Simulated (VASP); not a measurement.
Write the native input for VASP 6.6.1 that does the following.

```yaml
Task: single point
Functional: PBE
Potentials_or_basis: VASP PAW PBE potentials, release 64 (Be, Te)
Cutoff: 520 eV
k_mesh: 12 × 12 × 4
Occupations: fermi-dirac, width 0.02 eV
Spin: no spin polarisation
Dipole_correction: no
Further_INCAR_settings: ALGO = Normal; EDIFF = 1e-07; NBANDS = 16
```

The structure of BeTe lies in POSCAR:

```
BeTe
1.0
    4.0308527429      0.0000000000      0.0000000000
   -2.0154263714      3.4908208742      0.0000000000
    0.0000000000      0.0000000000      8.1440445297
Be Te
2 2
Direct
    0.3333333333      0.6666666667      0.2500000000
    0.6666666667      0.3333333333      0.7500000000
    0.6666666667      0.3333333333      0.2500000000
    0.3333333333      0.6666666667      0.7500000000
```

These files were run (other wordings do the same):

INCAR

```
SYSTEM = BeTe
ALGO = Normal ; EDIFF = 1E-7
ENCUT = 520 ; GGA = PE
ISIF = 2 ; ISMEAR = -1
LASPH = .True. ; LCHARG = .False.
LREAL = .False. ; LWAVE = .False.
NBANDS = 16 ; NELM = 60
PREC = Accurate ; SIGMA = 0.02
```

KPOINTS

```
k-points
0
Gamma
  12 12 4
  0 0 0
```

Potentials or basis: VASP PAW PBE potentials, release 64 (Be, Te).

Run with:

```bash
$ cat potpaw_PBE.64/Be/POTCAR potpaw_PBE.64/Te/POTCAR > POTCAR
$ mpirun -np 1 vasp_std > vasp.out
```

Results of the run:

```json
{
  "Pressure": "0.4 GPa",
  "Band gap on the k mesh": "2.59 eV, indirect (least direct gap 2.77 eV)"
}
```

Caveat: spin-orbit coupling is left out, which moves the levels of the heavy elements.

It took 100 s on 1 thread of Intel(R) Xeon(R) Platinum 8259CL CPU @ 2.50GHz (Skylake/Cascade Lake), with other jobs on the host, peak memory 0.28 GiB.
